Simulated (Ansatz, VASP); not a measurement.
# One calculation of Pt, two programs

POSCAR

```
Pt
1.0
   -1.6288692172      1.6288692172      1.4985596798
    1.6288692172     -1.6288692172      1.4985596798
    1.6288692172      1.6288692172     -1.4985596798
Pt
1
Direct
    0.0000000000      0.0000000000      0.0000000000
```

Contents of INCAR.step1:

```
SYSTEM = Pt
PREC = Accurate
ENCUT = 520
ISMEAR = 0
SIGMA = 0.15
LREAL = .FALSE.
LASPH = .TRUE.
NELM = 100
NBANDS = 11
GGA = PE
ALGO = Normal
EDIFF = 1E-4
LWAVE = .TRUE.
LCHARG = .FALSE.
```

File INCAR.step2:

```
SYSTEM = Pt
PREC = Accurate
ENCUT = 520
EDIFF = 1E-6
ISMEAR = 0
SIGMA = 0.15
LREAL = .FALSE.
LASPH = .TRUE.
NELM = 100
ALGO = Normal
ISIF = 2
LWAVE = .FALSE.
LCHARG = .TRUE.
METAGGA = R2SCAN
LMIXTAU = .TRUE.
LELF = .TRUE.
LVHAR = .TRUE.
NBANDS = 11
ISTART = 1
```

KPOINTS

```
regular mesh
0
G
  24 24 24
  0 0 0
```

Input for Ansatz:

```yaml
crystal:
  lattice:
    - [-1.6288692172, 1.6288692172, 1.4985596798]
    - [1.6288692172, -1.6288692172, 1.4985596798]
    - [1.6288692172, 1.6288692172, -1.4985596798]
  atoms:
    - { symbol: Pt, position: [0.0, 0.0, 0.0] }
basis:
  ecutwfc: 500
kpoints:
  mp_grid: { grid: [24, 24, 24] }
hamiltonian:
  xc: r2scan
scf:
  occupations: { method: gaussian, width: 0.15 }
output:
  forces: true
  stress: true
  eigenvalues: true
```

Alike in both runs: task single point; functional r2SCAN; k mesh 24 × 24 × 24; occupations gaussian, width 0.15 eV; no spin polarisation.

|  | VASP | Ansatz |
| --- | --- | --- |
| version | VASP 6.6.1 | Ansatz 0.2.0 |
| potentials or method | VASP PAW PBE potentials, release 64 (Pt), cutoff 520 eV | scalar-relativistic, plane waves, PAW |
| valence electrons in the cell | 10 | 18 |

```csv
,VASP,Ansatz,Ansatz less VASP
gap on the k mesh at the Fermi level (eV),none,none,-
pressure (GPa),-6.3,-6.9,-0.53
"traceless stress, the component that is largest in VASP (GPa)",-5.07,-5.04,+0.022
```

VASP's potentials were made for PBE, not for r2SCAN. A gap of «none» marks a metal or a gap that the smearing closes. With one functional, cell and mesh, what is left measures potentials, basis and numerics. VASP's potentials hold 10 valence electrons a cell and Ansatz's 18, so a difference there can come from the potentials and not from the codes.

Spin-orbit coupling is off throughout.
